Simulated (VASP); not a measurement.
# Be (P6_3/mmc) in VASP: further runs

Be is run at these levels: PBEsol; tasks: single point.

Everything below comes from runs of VASP 6.6.1. Logs are shortened: lines on timing, memory, paths and dates and some standing lists are left out, and cuts for length are marked.

## Step 1: The cell of the first run

It takes space group P6_3/mmc (No. 194, hexagonal). The conventional cell has a = 2.242 Å, b = 2.242 Å, c = 3.421 Å, α = 90.00°, β = 90.00°, γ = 120.00°. Be (site symmetry -6m2) has 12 Be at 2.15 to 2.24 Å within 2.8 Å.

## Step 2: Single point, PBEsol (strain -0.025 along x and y, -0.050 along z)

File INCAR:

```
PREC = Accurate ; ENCUT = 520
EDIFF = 1E-7 ; ISMEAR = 0
SIGMA = 0.15 ; LREAL = F
LASPH = T ; NELM = 60
ALGO = Normal ; ISIF = 2
LWAVE = F ; LCHARG = F
GGA = PS ; NBANDS = 9
```

File KPOINTS:

```
regular mesh
0
Gamma
  24 24 14
```

File POSCAR:

```
Be
1.0
    2.2420144353      0.0000000000      0.0000000000
   -1.1210072177      1.9416414566      0.0000000000
    0.0000000000      0.0000000000      3.4208550000
Be
2
Direct
    0.3333333333      0.6666666667      0.2500000000
    0.6666666667      0.3333333333      0.7500000000
```

Potentials or basis: VASP PAW PBE potentials, release 64 (Be).

The run is started by

```sh
$ cat potpaw_PBE.64/Be/POTCAR > POTCAR
$ mpirun -np 1 vasp_std > vasp.out
```

OUTCAR:

```text
PREC = Accurate
   ENCUT = 520
   EDIFF = 1E-7
   ISMEAR = 0
   LREAL = F
   LASPH = T
   NELM = 60
   ISIF = 2
   GGA = PS

 ion  position               nearest neighbor table
   1  0.333  0.667  0.250-   2 2.15   2 2.15   2 2.15   2 2.15   2 2.15   2 2.15
   2  0.667  0.333  0.750-   1 2.15   1 2.15   1 2.15   1 2.15   1 2.15   1 2.15

  LATTYP: Found a hexagonal cell.
 ALAT       =     2.2420144353
 C/A-ratio  =     1.5257952608

  Lattice vectors:

 A1 = (   2.2420144353,   0.0000000000,   0.0000000000)
 A2 = (  -1.1210072177,   1.9416414566,   0.0000000000)
 A3 = (   0.0000000000,   0.0000000000,   3.4208550000)

Analysis of symmetry for initial positions (statically):
=====================================================================
 Subroutine PRICEL returns:
 Original cell was already a primitive cell.

 Routine SETGRP: Setting up the symmetry group for a
 hexagonal supercell.

 Subroutine GETGRP returns: Found 24 space group operations
 (whereof 12 operations were pure point group operations)
 out of a pool of 24 trial point group operations.

The static configuration has the point symmetry D_3d.
 The point group associated with its full space group is D_6h.

Analysis of symmetry for dynamics (positions and initial velocities):
=====================================================================
 Subroutine PRICEL returns:
 Original cell was already a primitive cell.

 Routine SETGRP: Setting up the symmetry group for a
 hexagonal supercell.

 Subroutine GETGRP returns: Found 24 space group operations
 (whereof 12 operations were pure point group operations)
 out of a pool of 24 trial point group operations.

The dynamic configuration has the point symmetry D_3d.
 The point group associated with its full space group is D_6h.

 Subroutine INISYM returns: Found 24 space group operations
 (whereof 12 operations are pure point group operations),
 and found     1 'primitive' translations

----------------------------------------------------------------------------------------

                                     Primitive cell

  volume of cell :      14.8916

  direct lattice vectors                    reciprocal lattice vectors
     2.242014435  0.000000000  0.000000000     0.446027458  0.257514073  0.000000000
    -1.121007218  1.941641457  0.000000000     0.000000000  0.515028146  0.000000000
     0.000000000  0.000000000  3.420855000     0.000000000  0.000000000  0.292324580

  length of vectors
     2.242014435  2.242014435  3.420855000     0.515028146  0.515028146  0.292324580

  position of ions in fractional coordinates (direct lattice)
     0.333333333  0.666666667  0.250000000
     0.666666667  0.333333333  0.750000000

  ion indices of the primitive-cell ions
   primitive index   ion index
                 1           1
                 2           2

----------------------------------------------------------------------------------------

 KPOINTS: regular mesh

Automatic generation of k-mesh.
 Grid dimensions read from file:
 generate k-points for:   24   24   14

 Generating k-lattice:

  Cartesian coordinates                     Fractional coordinates (reciprocal lattice)
     0.018584477  0.010729753  0.000000000     0.041666667  0.000000000  0.000000000
     0.000000000  0.021459506  0.000000000     0.000000000  0.041666667  0.000000000
     0.000000000  0.000000000  0.020880327     0.000000000  0.000000000  0.071428571

  Length of vectors
     0.021459506  0.021459506  0.020880327

  Shift w.r.t. Gamma in fractional coordinates (k-lattice)
     0.000000000  0.000000000  0.000000000

 Subroutine IBZKPT returns following result:
 ===========================================

 Found    488 irreducible k-points:

 Following reciprocal coordinates:
            Coordinates               Weight
  0.000000  0.000000  0.000000      1.000000
  0.041667 -0.000000  0.000000      6.000000
  0.083333 -0.000000  0.000000      6.000000
  0.125000 -0.000000  0.000000      6.000000
  0.166667 -0.000000  0.000000      6.000000
  0.208333 -0.000000  0.000000      6.000000
[... 16 lines left out ...]
  0.416667  0.041667  0.000000     12.000000
  0.458333  0.041667  0.000000     12.000000
 [... further k-points ...]
   k-points           NKPTS =    488   k-points in BZ     NKDIM =    488   number of bands    NBANDS=      9
   number of dos      NEDOS =    301   number of ions     NIONS =      2
   total plane-waves  NPLWV =   9072
   dimension x,y,z NGX =    18 NGY =   18 NGZ =   28
   dimension x,y,z NGXF=    36 NGYF=   36 NGZF=   56
   ions per type =               2
   NGX,Y,Z   is equivalent  to a cutoff of  13.35, 13.35, 13.61 a.u.
   NGXF,Y,Z  is equivalent  to a cutoff of  26.69, 26.69, 27.21 a.u.
 SYSTEM =  unknown system
   PREC   = accura    normal or accurate (medium, high low for compatibility)
   ISTART =      0    job   : 0-new  1-cont  2-samecut
   ICHARG =      2    charge: 1-file 2-atom 10-const
   ISPIN  =      1    spin polarized calculation?
   LNONCOLLINEAR =      F non collinear calculations
   LSORBIT =      F    spin-orbit coupling
   LASPH  =      T    aspherical Exc in radial PAW
   ENCUT  =  520.0 eV  38.22 Ry    6.18 a.u.   4.17  4.17  6.36*2*pi/ulx,y,z
   NELM   =     60;   NELMIN=  2; NELMDL= -5     # of ELM steps
   EDIFF  = 0.1E-06   stopping-criterion for ELM
   LREAL  =      F    real-space projection
   EDIFFG = 0.1E-05   stopping-criterion for IOM
   NSW    =      0    number of steps for IOM
   IBRION =     -1    ionic relax: 0-MD 1-quasi-New 2-CG
   NFREE  =      0    steps in history (QN), initial steepest desc. (CG)
   ISIF   =      2    stress and relaxation
   ISYM   =      2    0-nonsym 1-usesym 2-fastsym
   POTIM  = 0.5000    time-step for ionic-motion
   TEBEG  =    0.0;   TEEND  =   0.0 temperature during run
   PSTRESS=    0.0 pullay stress
   NELECT =       4.0000    total number of electrons
   NUPDOWN=      -1.0000    fix difference up-down
   EMIN   =  10.00;   EMAX   =-10.00  energy-range for DOS
   EFERMI =   0.00;   METHOD = LEGACY
   ISMEAR =     0;   SIGMA  =   0.15  broadening in eV -4-tet -1-fermi 0-gaus
   EFERMI_NEDOS =   21; number of points for ismear=-14 and -15
   IALGO  =     38    algorithm
   IMIX   =      4    mixing-type and parameters
     AMIX     =   0.40;   BMIX     =  1.00
     AMIX_MAG =   1.60;   BMIX_MAG =  1.00
  volume/ion in A,a.u.               =       7.45        50.25
  Fermi-wavevector in a.u.,A,eV,Ry     =   1.056284  1.996088 15.180515  1.115736
  Thomas-Fermi vector in A             =   2.191514
   LORBIT       =      0    0 simple, 1 ext, 2 COOP (PROOUT), +10 PAW based schemes
   GGA     = PS    functional components
   LHFCALC =     F    Hartree Fock is set to
   AEXX    =    0.0000 exact exchange contribution
   IVDW    =     0    specifies the selected vdW correction
   LEPSILON=     F    determine dielectric tensor
   LRPA    =     F    only Hartree local field effects (RPA)
 non-spin polarized calculation
 Gauss-broadening in eV      SIGMA  =   0.15
  energy-cutoff  :      520.00
  volume of cell :       14.89
 maximum number of plane-waves:       412
 NGX is ok and might be reduce to    18
   NGX =  9   NGY =  9   NGZ = 13

 number of electron       4.0000000 magnetization

 Free energy of the ion-electron system (eV)
  ---------------------------------------------------
  ext. energy  EPLUGINS =         0.00000000
  ---------------------------------------------------
  free energy    TOTEN  =        -7.96316267 eV

  energy without entropy =       -7.96098897  energy(sigma->0) =       -7.96207582

 E-fermi :   7.3618     XC(G=0): -10.8053

 val. band max:        7.3580603640   @ k =   0.2917   0.2500   0.0000
 cond. band min:       7.3681188355   @ k =   0.3333  -0.0000   0.0000
 fundamental gap:      0.0100584715
 Fermi energy:         7.3617803621

 k-point     1 :       0.0000    0.0000    0.0000
  band No.  band energies     occupation
      1      -4.1563      2.00000
      2       3.1571      2.00000
      3       9.4048      0.00000
      4      23.6073      0.00000
      5      23.6073      0.00000
      6      26.7464      0.00000
      7      26.7464      0.00000
      8      30.1192      0.00000
      9      35.1236      0.00000

 k-point     2 :       0.0417   -0.0000    0.0000
  band No.  band energies     occupation
      1      -4.1066      2.00000
      2       3.2238      2.00000
      3       9.4133      0.00000
      4      23.1737      0.00000
      5      23.2568      0.00000
      6      26.7787      0.00000
      7      26.9786      0.00000
      8      29.9794      0.00000
      9      34.1964      0.00000

 k-point     3 :       0.0833   -0.0000    0.0000
  band No.  band energies     occupation
      1      -3.9572      2.00000
      2       3.4237      2.00000
      3       9.4363      0.00000
      4      22.0401      0.00000
      5      22.4689      0.00000
      6      26.8391      0.00000
      7      27.3803      0.00000
      8      29.5348      0.00000
      9      32.6945      0.00000

 k-point     4 :       0.1250   -0.0000    0.0000
  band No.  band energies     occupation
      1      -3.7080      2.00000
      2       3.7566      2.00000
      3       9.4653      0.00000
      4      20.5164      0.00000
      5      21.5511      0.00000
      6      26.8768      0.00000
      7      27.6007      0.00000
      8      28.7234      0.00000
      9      30.9906      0.00000
[... 205 lines left out ...]
 k-point    22 :       0.3750    0.0417    0.0000
  band No.  band energies     occupation
      1       0.3455      2.00000
      2       6.4619      2.00000
      3       9.0721      0.00000
      4      14.2999      0.00000
      5      16.7433      0.00000
      6      17.4661      0.00000
      7      20.4821      0.00000
      8      25.5458      0.00000
      9      28.1273      0.00000

 k-point    23 :       0.4167    0.0417    0.0000
  band No.  band energies     occupation
      1       1.2586      2.00000
      2       5.3221      2.00000
      3      10.2425      0.00000
      4      14.6262      0.00000
      5      15.8320      0.00000
      6      16.3127      0.00000
      7      19.6465      0.00000
      8      25.3557      0.00000
      9      28.1650      0.00000

 k-point    24 :       0.4583    0.0417    0.0000
  band No.  band energies     occupation
      1       2.0481      2.00000
      2       4.4027      2.00000
      3      11.2272      0.00000
      4      14.6126      0.00000
      5      14.9916      0.00000
      6      15.9459      0.00000
      7      19.1908      0.00000
      8      25.2588      0.00000
      9      28.1861      0.00000

 [... further k-points ...]

------------------------ aborting loop because EDIFF is reached ----------------------------------------

  FORCE on cell =-STRESS in cart. coord.  units (eV):
  Direction    XX          YY          ZZ          XY          YZ          ZX
  --------------------------------------------------------------------------------------
  -------------------------------------------------------------------------------------
  Total        0.3303321      0.3303321      1.5454459     -0.0000000      0.0000000      0.0000000
  in kB       35.5401460     35.5401460    166.2732096     -0.0000000      0.0000000      0.0000000
  external PRESSURE =      79.1178338 kB  Pullay stress =       0.0000000 kB

 VOLUME and BASIS-vectors are now :
 -----------------------------------------------------------------------------
  energy-cutoff  :      520.00
  volume of cell :       14.89
      direct lattice vectors                 reciprocal lattice vectors
     2.242014435  0.000000000  0.000000000     0.446027458  0.257514073  0.000000000
    -1.121007218  1.941641457  0.000000000     0.000000000  0.515028146  0.000000000
     0.000000000  0.000000000  3.420855000     0.000000000  0.000000000  0.292324580

 POSITION                                       TOTAL-FORCE (eV/Angst)
 -----------------------------------------------------------------------------------
     -0.00000      1.29443      0.85521        -0.000000      0.000000      0.000000
      1.12101      0.64721      2.56564         0.000000     -0.000000      0.000000
 -----------------------------------------------------------------------------------
    total drift:                                0.000000     -0.000000      0.000000

  FREE ENERGIE OF THE ION-ELECTRON SYSTEM (eV)
  ---------------------------------------------------
  free  energy   TOTEN  =        -7.9631626711 eV

  energy  without entropy=       -7.9609889674  energy(sigma->0) =       -7.96207582
```

Wall time 26 s (1 thread of Intel Xeon Platinum 8488C (Sapphire Rapids), shared host); peak memory 0.16 GiB.

Results:

- Free energy: -7.9632 eV
- Pressure: 7.9 GPa
- Band gap on the k mesh: zero (bands 2 and 3 overlap by 2.28 eV)

Levels at points of the mesh, in eV from the Fermi level:
| k point | band 1 | band 2 | band 3 | band 4 | band 5 |
| --- | --- | --- | --- | --- | --- |
| (0.00, 0.00, 0.00) | -11.52 | -4.20 | 2.04 | 16.25 | 16.25 |
| (0.50, 0.00, 0.00) | -5.21 | -3.16 | 4.00 | 7.00 | 7.71 |
| (0.00, 0.00, 0.50) | -9.22 | -9.22 | 12.35 | 12.35 | 18.13 |
| (0.50, 0.00, 0.50) | -3.72 | -3.72 | 1.84 | 1.84 | 12.33 |

Caveat: the cell differs from its parent crystal (strain -0.025 along x and y, -0.050 along z); the cell stands under pressure; the PAW data sets were made with another functional, which shifts forces and pressure a little.

## Step 3: Single point, PBEsol (strain -0.050 along x and y, +0.050 along z)

File INCAR:

```
SYSTEM = Be
PREC = Accurate ; ENCUT = 520
EDIFF = 1E-6 ; ISMEAR = 0
SIGMA = 0.15 ; LREAL = .FALSE.
LASPH = .TRUE. ; NELM = 80
ALGO = Normal ; ISIF = 2
LWAVE = .FALSE. ; LCHARG = .FALSE.
GGA = PS ; NBANDS = 9
```

File KPOINTS:

```
regular mesh
0
G
  24 24 14
  0 0 0
```

File POSCAR:

```
Be
1.0
    2.1845268857      0.0000000000      0.0000000000
   -1.0922634429      1.8918557782      0.0000000000
    0.0000000000      0.0000000000      3.7809450000
Be
2
Direct
    0.3333333333      0.6666666667      0.2500000000
    0.6666666667      0.3333333333      0.7500000000
```

Potentials or basis: VASP PAW PBE potentials, release 64 (Be).

The run is started by

```sh
$ cat potpaw_PBE.64/Be/POTCAR > POTCAR
$ mpirun -np 1 vasp_std > vasp.out
```

Run time: 16 s. Hardware: 1 thread of Intel Xeon Platinum 8488C (Sapphire Rapids), shared host; peak memory 0.16 GiB.

The run converged. Its results:

```yaml
Free_energy: -7.9004 eV
Pressure: 1.7 GPa
Band_gap_on_the_k_mesh: zero (bands 2 and 3 overlap by 1.43 eV)
```

Stress tensor (GPa, compression positive):
```
 10.84   0.00   0.00
  0.00  10.84   0.00
  0.00   0.00 -16.44
```

Levels at points of the mesh, in eV from the Fermi level:
```
           k point  band 1  band 2  band 3  band 4  band 5
(0.00, 0.00, 0.00)  -11.43   -5.33   -0.41   18.08   18.08
(0.50, 0.00, 0.00)   -4.78   -2.82    3.57    5.83    6.21
(0.00, 0.00, 0.50)   -9.51   -9.51    8.10    8.10   19.36
(0.50, 0.00, 0.50)   -3.56   -3.56    1.93    1.93   13.24
```

Caveat: the cell differs from its parent crystal (strain -0.050 along x and y, +0.050 along z); the PAW data sets were made with another functional, which shifts forces and pressure a little.

(Part 1 of 2 ends here.)
